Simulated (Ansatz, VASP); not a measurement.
**InSe: VASP beside Ansatz**

The input INCAR:

```
SYSTEM = InSe
  PREC = Accurate
  ENCUT = 520
  EDIFF = 1E-7
  ISMEAR = 0
  SIGMA = 0.05
  LREAL = .False.
  LASPH = .True.
  NELM = 80
  ALGO = Normal
  ISIF = 2
  LWAVE = .False.
  LCHARG = .False.
  GGA = PE
  NBANDS = 27
```

File KPOINTS:

```
regular mesh
0
Gamma
  8 8 6
  0 0 0
```

File POSCAR:

```
InSe
1.0
    5.8392919807     -2.1105356280     -0.0132525201
    5.8392919807      2.1105356280     -0.0132525201
   -1.5847151896      0.0000000000      5.2053697564
In Se
2 2
Direct
    0.8838990171      0.8919028941      0.0533034054
    0.1080971059      0.1161009829      0.9466965946
    0.6721477865      0.6605107405      0.6952062322
    0.3394892595      0.3278522135      0.3047937678
```

Input for Ansatz:

```yaml
crystal:
  lattice:
    - [5.8392919807, -2.110535628, -0.0132525201]
    - [5.8392919807, 2.110535628, -0.0132525201]
    - [-1.5847151896, 0.0, 5.2053697564]
  atoms:
    - { symbol: In, position: [0.8838990171, 0.8919028941, 0.0533034054] }
    - { symbol: In, position: [0.1080971059, 0.1161009829, 0.9466965946] }
    - { symbol: Se, position: [0.6721477865, 0.6605107405, 0.6952062322] }
    - { symbol: Se, position: [0.3394892595, 0.3278522135, 0.3047937678] }
basis:
  ecutwfc: 420
kpoints:
  mp_grid: { grid: [8, 8, 6] }
hamiltonian:
  xc: pbe
  pseudopotentials: { kind: paw, azcp: { folder: soft_1 } }
scf:
  occupations: { method: gaussian, width: 0.05 }
output:
  forces: true
  stress: true
  eigenvalues: true
```

Change from the starting cell: mode 9 frozen in at -0.024 Å, strain +e along z and -e/2 along x and y -0.0467.

Alike in both runs: task single point; functional PBE; k mesh 8 × 8 × 6; occupations gaussian, width 0.05 eV; no spin polarisation.

```csv
,VASP,Ansatz
version,VASP 6.6.1,Ansatz 0.2.0
potentials or method,"VASP PAW PBE potentials, release 64 (In_d, Se), cutoff 520 eV","scalar-relativistic, plane waves, PAW"
valence electrons in the cell,38,58
```

VASP gave:

```
gap on the k mesh at the Fermi level (eV)                     : 0.91
least direct gap on the mesh (eV)                             : 1.07
pressure (GPa)                                                : -0.3
traceless stress, the component that is largest in VASP (GPa) : -0.66
rms of the force components (eV/Å)                            : 0.141
```

Task: Estimate Ansatz's values.

Result: gap on the k mesh at the Fermi level (eV): 0.92; least direct gap on the mesh (eV): 1.07; pressure (GPa): -0.3; traceless stress, the component that is largest in VASP (GPa): -0.66; rms of the force components (eV/Å): 0.138.

Atom by atom the forces differ by 0.007 eV/Å (rms over components). VASP's potentials hold 38 valence electrons a cell and Ansatz's 58, so a difference there can come from the potentials and not from the codes.
